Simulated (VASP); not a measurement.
# CrCuO2: single point with PBE+U

The system is CrCuO2.

```
Cu O Cr
1.0
     1.48590    0.85789    5.69693
    -1.48590    0.85789    5.69693
     0.00000   -1.71576    5.69693
Cu O Cr
1 2 1
Direct
  0.00000 0.00000 0.00000
  0.10792 0.10792 0.10792
  0.89208 0.89208 0.89208
  0.50000 0.50000 0.50000
```

```yaml
Program: VASP 6.6.1
Task: single point
Functional: PBE
Potentials_or_basis: VASP PAW PBE potentials, release 64 (Cu, O, Cr_pv)
Cutoff: 600 eV
k_mesh: 7 × 7 × 7
Occupations: fermi-dirac, width 0.1 eV
Spin: collinear spin, ferromagnetic start
Starting_moments: "[0.0, 0.0, 0.0, -2.5] μB"
Hubbard_terms: Cu d U = 4.0 eV
Dipole_correction: no
Further_INCAR_settings: ALGO = Normal; EDIFF = 1e-06; NBANDS = 30
```

The pressure is 4.5 GPa and the largest force is 0.050 eV/Å. The band gap on the k mesh is 1.21 eV, indirect (least direct gap 1.27 eV) and the net moment is -3.00 μB per cell. The site moments are Cu -0.03; O +0.00; Cr -2.83 μB and the valence electrons inside the program's atomic spheres are Cu 10.07; O 5.05; Cr 10.75.

Forces in eV/Å, atoms in the order of the input:
```
Cu   0.000  0.000  0.000
O    0.000  0.000 -0.050
O    0.000  0.000  0.050
Cr   0.000  0.000  0.000
```

Stress tensor (GPa, compression positive):
```
4.78 0.00 0.00
0.00 4.78 0.00
0.00 0.00 3.84
```

Levels at points of the mesh, in eV from the valence-band top:
Spin up:
```tsv
k point	band 13	band 14	band 15	band 16	band 17	band 18	band 19	band 20
(0.00, 0.00, 0.00)	-2.68	-2.68	-2.51	-2.51	1.46	1.96	1.96	3.25
```
Spin down:
```
           k point  band 15  band 16  band 17  band 18  band 19  band 20  band 21  band 22  band 23  band 24
(0.00, 0.00, 0.00)    -2.66    -2.66    -1.10    -1.10    -0.68     2.16     3.02     3.02     5.55     6.78
```

Eigenvalues of the final occupation matrices:
| site | spin | trace | eigenvalues |
| --- | --- | --- | --- |
| site 1 d | 1 | 4.68 | 0.86 0.95 0.95 0.96 0.96 |
| site 1 d | 2 | 4.69 | 0.86 0.95 0.95 0.96 0.96 |

It took 14 min on 1 thread of Intel Xeon 8259CL, with other jobs on the host, peak memory 0.48 GiB.

Caveat: only a ferromagnetic start was run, and an antiferromagnetic order may lie lower in energy. The state reached can hang on the start; a lower one may exist.
